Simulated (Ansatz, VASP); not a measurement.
Cu in VASP and in Ansatz

The input INCAR:

```
ALGO = Normal
EDIFF = 1E-7
ENCUT = 520
GGA = PE
ISIF = 2
ISMEAR = 0
LASPH = True
LCHARG = True
LELF = True
LREAL = False
LVHAR = True
LWAVE = False
NBANDS = 12
NELM = 80
PREC = Accurate
SIGMA = 0.1
```

File KPOINTS:

```
k-points
0
Gamma
  26 26 26
```

File POSCAR:

```
Cu
1.0
    0.0000000000      1.7391296827      1.7391296827
    1.7391296827      0.0000000000      1.7391296827
    1.7391296827      1.7391296827      0.0000000000
Cu
1
Direct
    0.0000000000      0.0000000000      0.0000000000
```

Input for Ansatz:

```yaml
crystal:
  lattice:
    - [0.0, 1.7391296827, 1.7391296827]
    - [1.7391296827, 0.0, 1.7391296827]
    - [1.7391296827, 1.7391296827, 0.0]
  atoms:
    - { symbol: Cu, position: [0.0, 0.0, 0.0] }
basis:
  ecutwfc: 420
kpoints:
  mp_grid: { grid: [26, 26, 26] }
hamiltonian:
  xc: pbe
scf:
  occupations: { method: gaussian, width: 0.1 }
output:
  forces: true
  stress: true
  eigenvalues: true
  write_density: true
  write_potential: true
  elf: true
  volumetric_format: npy
```

Alike in both runs: task single point; functional PBE; k mesh 26 × 26 × 26; occupations gaussian, width 0.1 eV; no spin polarisation.

|  | VASP | Ansatz |
| --- | --- | --- |
| version | VASP 6.6.1 | Ansatz 0.2.0 |
| potentials or method | VASP PAW PBE potentials, release 64 (Cu), cutoff 520 eV | scalar-relativistic, plane waves, PAW |
| valence electrons in the cell | 11 | 19 |

Ansatz gave:

```
gap on the k mesh at the Fermi level (eV) : none
pressure (GPa)                            : 24.8
```

Q: Which values does VASP return?

A: gap on the k mesh at the Fermi level (eV): none; pressure (GPa): 25.3.

A gap of «none» marks a metal or a gap that the smearing closes. With one functional, cell and mesh, what is left measures potentials, basis and numerics. VASP's potentials hold 11 valence electrons a cell and Ansatz's 19, so a difference there can come from the potentials and not from the codes.
